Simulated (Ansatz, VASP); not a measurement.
## BaTiO3 in VASP and in Ansatz

```
Ba Ti O
1.0
     2.81762    1.62675    2.31102
    -2.81762    1.62675    2.31102
     0.00000   -3.25350    2.31102
Ba Ti O
1 1 3
Direct
  0.99669 0.99669 0.99669
  0.50090 0.50090 0.50090
  0.49197 0.98958 0.49197
  0.49197 0.49197 0.98958
  0.98958 0.49197 0.49197
```

Alike in both runs: task single point; functional PBE; k mesh 6 × 6 × 6; occupations gaussian, width 0.02 eV; no spin polarisation; Hubbard terms Ti d U = 4.0 eV.

|  | VASP | Ansatz |
| --- | --- | --- |
| version | VASP 6.6.1 | Ansatz 0.2.0 |
| potentials or method | VASP PAW PBE potentials, release 64 (Ba_sv, Ti_sv, O), cutoff 520 eV | scalar-relativistic, plane waves, PAW |
| valence electrons in the cell | 40 | 40 |

```csv
,VASP,Ansatz,Ansatz less VASP
gap on the k mesh at the Fermi level (eV),2.31,2.36,+0.047
least direct gap on the mesh (eV),2.51,2.53,+0.013
pressure (GPa),9.2,5.3,-3.87
"traceless stress, the component that is largest in VASP (GPa)",-0.72,-0.65,+0.067
rms of the force components (eV/Å),0.097,0.002,-0.0954
```

The programs project onto different local orbitals, so the same U acts differently, and such runs can settle in different states. Atom by atom the forces differ by 0.097 eV/Å (rms over components).

Neither program's run includes spin-orbit coupling.
